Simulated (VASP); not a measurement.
# Zr2BN3 (P-4m2) in VASP: notebook, part 2 of 2

VASP 6.6.1. The steps go on from the part before.

### Step 5. Relaxation of cell and atoms, PBE

This run uses another cell than the first one, of 11.90 Å³/atom.

INCAR

```
SYSTEM = Zr2BN3
  PREC = Accurate
  ENCUT = 600
  EDIFF = 1E-6
  ISMEAR = 0
  SIGMA = 0.1
  LREAL = .False.
  LASPH = .True.
  NELM = 60
  ALGO = Normal
  ISIF = 3
  LWAVE = .False.
  LCHARG = .False.
  GGA = PE
  IBRION = 2
  NSW = 90
  EDIFFG = -0.04
```

KPOINTS

```
regular mesh
0
Gamma
  6 6 4
  0 0 0
```

POSCAR

```
Zr2BN3
1.0
    3.1866153900      0.0000000000      0.0000000000
    0.0000000000      3.1866153900      0.0000000000
    0.0000000000      0.0000000000      7.0333754300
Zr B N
2 1 3
Direct
    0.0000000000      0.5000000000      0.7365000200
    0.5000000000      0.0000000000      0.2634999800
    0.0000000000      0.0000000000      0.0000000000
    0.5000000000      0.5000000000      0.0000000000
    0.0000000000      0.5000000000      0.3835000100
    0.5000000000      0.0000000000      0.6164999900
```

Potentials or basis: VASP PAW PBE potentials, release 64 (Zr_sv, B, N).

Launch:

```sh
$ cat potpaw_PBE.64/Zr_sv/POTCAR potpaw_PBE.64/B/POTCAR potpaw_PBE.64/N/POTCAR > POTCAR
$ mpirun -np 1 vasp_std > vasp.out
```

OUTCAR:

```text
SYSTEM = Zr2BN3
   PREC = Accurate
   ENCUT = 600
   EDIFF = 1E-6
   ISMEAR = 0
   LREAL = .False.
   LASPH = .True.
   NELM = 60
   ISIF = 3
   GGA = PE
   IBRION = 2
   NSW = 90
   EDIFFG = -0.04

 ion  position               nearest neighbor table
   1  0.000  0.500  0.737-   6 2.41   6 2.41   6 2.41   6 2.41   4 2.44   4 2.44   3 2.44   3 2.44
                             5 2.48
   2  0.500  0.000  0.263-   5 2.41   5 2.41   5 2.41   5 2.41   4 2.44   3 2.44   3 2.44   4 2.44
                             6 2.48
   3  0.000  0.000  0.000-   1 2.44   2 2.44   1 2.44   2 2.44
   4  0.500  0.500  0.000-   1 2.44   2 2.44   2 2.44   1 2.44
   5  0.000  0.500  0.384-   2 2.41   2 2.41   2 2.41   2 2.41   1 2.48
   6  0.500  0.000  0.616-   1 2.41   1 2.41   1 2.41   1 2.41   2 2.48

  LATTYP: Found a simple tetragonal cell.
 ALAT       =     3.1866153900
 C/A-ratio  =     2.2071616964

  Lattice vectors:

 A1 = (   3.1866153900,   0.0000000000,   0.0000000000)
 A2 = (   0.0000000000,   3.1866153900,   0.0000000000)
 A3 = (   0.0000000000,   0.0000000000,   7.0333754300)

Analysis of symmetry for initial positions (statically):
=====================================================================
 Subroutine PRICEL returns:
 Original cell was already a primitive cell.

 Routine SETGRP: Setting up the symmetry group for a
 simple tetragonal supercell.

[... 182 lines left out ...]
  --------------------------------------------------------------------------------------
  -------------------------------------------------------------------------------------
  Total       -9.2562735     -9.2562735     -8.3614411      0.0000000      0.0000000      0.0000000
  in kB     -207.6460435   -207.6460435   -187.5722639      0.0000000      0.0000000      0.0000000
  external PRESSURE =    -200.9547836 kB  Pullay stress =       0.0000000 kB
[... 27 lines left out ...]
--------------------------------------- Ionic step        2  -------------------------------------------

 number of electron      42.0000002 magnetization

 E-fermi :  10.2071     XC(G=0): -12.9347

 val. band max:       10.1883957635   @ k =   0.0000   0.0000   0.2500
 cond. band min:      10.2640709233   @ k =   0.3333   0.1667   0.2500
 fundamental gap:      0.0756751598
 Fermi energy:        10.2071347342

 k-point     1 :       0.0000    0.0000    0.0000
  band No.  band energies     occupation
      1     -37.2728      2.00000
      2     -37.2196      2.00000
      3     -16.0017      2.00000
      4     -15.3566      2.00000
      5     -14.9247      2.00000
      6     -14.9247      2.00000
[... 942 lines left out ...]
--------------------------------------- Ionic step        9  -------------------------------------------

 number of electron      42.0000000 magnetization

 Free energy of the ion-electron system (eV)
  ---------------------------------------------------
  ext. energy  EPLUGINS =         0.00000000
  ---------------------------------------------------
  free energy    TOTEN  =       -52.13024953 eV

  energy without entropy =      -52.11932614  energy(sigma->0) =      -52.12478783

 E-fermi :   8.9895     XC(G=0): -12.3730

 val. band max:        8.9772269550   @ k =   0.3333   0.3333   0.0000
 cond. band min:       8.9910325508   @ k =   0.5000   0.1667   0.2500
 fundamental gap:      0.0138055958
 Fermi energy:         8.9895416781

 k-point     1 :       0.0000    0.0000    0.0000
  band No.  band energies     occupation
      1     -39.0347      2.00000
      2     -38.9955      2.00000
      3     -17.4796      2.00000
      4     -17.0426      2.00000
      5     -16.7590      2.00000
      6     -16.7590      2.00000
[... 696 lines left out ...]
  FREE ENERGIE OF THE ION-ELECTRON SYSTEM (eV)
  ---------------------------------------------------
  free  energy   TOTEN  =       -52.1302495287 eV

  energy  without entropy=      -52.1193261399  energy(sigma->0) =      -52.12478783

 reached required accuracy - stopping structural energy minimisation
```

OSZICAR:

```text
N       E                     dE             d eps       ncg     rms          rms(c)
DAV:   1     0.381157206275E+03    0.38116E+03   -0.25354E+04  1500   0.188E+03
DAV:   2    -0.226304678546E+02   -0.40379E+03   -0.39880E+03  1791   0.468E+02
DAV:   3    -0.562910775245E+02   -0.33661E+02   -0.33082E+02  2548   0.119E+02
[... 95 lines left out ...]
DAV:   2    -0.521303966055E+02    0.35119E-03   -0.37693E-03  1943   0.466E-01    0.894E-02
DAV:   3    -0.521302567637E+02    0.13984E-03   -0.45302E-04  1935   0.157E-01    0.369E-02
DAV:   4    -0.521302454682E+02    0.11295E-04   -0.84698E-05  2490   0.546E-02    0.254E-02
DAV:   5    -0.521302485999E+02   -0.31317E-05   -0.18528E-05  1980   0.240E-02    0.926E-03
DAV:   6    -0.521302495287E+02   -0.92879E-06   -0.82422E-06  1926   0.191E-02
   9 F= -.52130250E+02 E0= -.52124788E+02  d E =-.123080E-02
```

CONTCAR:

```text
Zr2BN3
   1.00000000000000
     3.0630404880804103    0.0000000000000000   -0.0000000000000000
     0.0000000000000000    3.0630404880804103    0.0000000000000000
    -0.0000000000000000    0.0000000000000000    6.7773063896242105
  Zr              B               N
     2     1     3
Direct
     0.0000000000000000    0.5000000000000000    0.7045889809568718
     0.5000000000000000    0.0000000000000000    0.2954110190431283
     0.0000000000000000    0.0000000000000000    0.0000000000000000
     0.5000000000000000    0.5000000000000000    0.0000000000000000
     0.0000000000000000    0.5000000000000000    0.3625952713796584
     0.5000000000000000    0.0000000000000000    0.6374047286203416

  0.00000000E+00  0.00000000E+00  0.00000000E+00
  0.00000000E+00  0.00000000E+00  0.00000000E+00
  0.00000000E+00  0.00000000E+00  0.00000000E+00
  0.00000000E+00  0.00000000E+00  0.00000000E+00
  0.00000000E+00  0.00000000E+00  0.00000000E+00
  0.00000000E+00  0.00000000E+00  0.00000000E+00
```

It took 8.5 min on 1 thread of Intel Xeon Platinum 8259CL at 2.50GHz (Skylake/Cascade Lake), shared host; peak memory 0.25 GiB.

Results:

```
Free energy                           : -52.1302 eV
Relaxed volume                        : 10.60 Å³/atom
Relaxed cell                          : a = 3.063 Å, b = 3.063 Å, c = 6.777 Å, α = 90.00°, β = 90.00°, γ = 90.00°
Space group after relaxing (to 0.1 Å) : P-4m2 (No. 115)
Energy gained by relaxing             : 317.6 meV/atom
Ionic steps                           : 9
Pressure after relaxing               : 0.1 GPa
Largest force after relaxing          : 0.031 eV/Å
Band gap on the k mesh                : zero (bands 21 and 22 overlap by 1.73 eV)
```

Forces on the atoms (eV/Å):
```
Zr   0.000  0.000 -0.009
Zr   0.000  0.000  0.009
B    0.000  0.000  0.000
N    0.000  0.000  0.000
N    0.000  0.000 -0.031
N    0.000  0.000  0.031
```

Step by step:
```csv
step,energy change (eV),largest force (eV/Å),pressure (GPa),volume (Å³)
1,0.0000,3.6655,-20.10,71.42
2,-1.2736,0.7888,31.14,57.07
3,-1.5468,2.1366,10.88,60.70
4,-1.8648,0.7793,1.28,63.64
5,-1.8939,0.2322,3.04,62.95
6,-1.8944,0.1409,-3.37,64.53
7,-1.9046,0.0886,-0.30,63.74
8,-1.9056,0.0558,-0.09,63.65
9,-1.9058,0.0311,0.07,63.59
```

Final structure:
```
Zr B N
1.0
     3.06304    0.00000    0.00000
     0.00000    3.06304    0.00000
     0.00000    0.00000    6.77731
Zr B N
2 1 3
Direct
  0.00000 0.50000 0.70459
  0.50000 0.00000 0.29541
  0.00000 0.00000 0.00000
  0.50000 0.50000 0.00000
  0.00000 0.50000 0.36260
  0.50000 0.00000 0.63740
```

### Step 6. The runs side by side

| task | cell | k mesh | cutoff (eV) | gap on the mesh (eV) | pressure (GPa) | largest force (eV/Å) |
| --- | --- | --- | --- | --- | --- | --- |
| single point | a = 3.063, b = 3.063, c = 6.787 Å, 6 atoms, atomic positions A | 6 × 6 × 4 | 520 | none | -0.1 | - |
| single point | a = 3.187, b = 3.187, c = 7.033 Å, 6 atoms, atomic positions B | 6 × 6 × 4 | 520 | none | -20.0 | 3.67 |
| single point | a = 3.065, b = 3.065, c = 6.764 Å, 6 atoms, atomic positions C | 12 × 12 × 6 | 520 | none | 0.2 | 0.01 |
| relaxation of cell and atoms | relaxed from a = 3.187, b = 3.187, c = 7.033 Å, 6 atoms, atomic positions B | 6 × 6 × 4 | 600 | none | 0.1 | 0.03 |

Alike in all rows: level PBE; potentials or basis VASP PAW PBE potentials, release 64 (Zr_sv, B, N); no spin polarisation; smearing gaussian 0.1 eV.

Caveats: the cell stands under tension (at least some runs); forces of over 1 eV/Å act on the atoms, so gaps and moduli don't describe the material at rest (at least some runs).

Total energies depend on the potentials used, so only differences within one code and one set of settings carry meaning.

The gap in the log of VASP goes by the Fermi energy; the results here count the filled bands.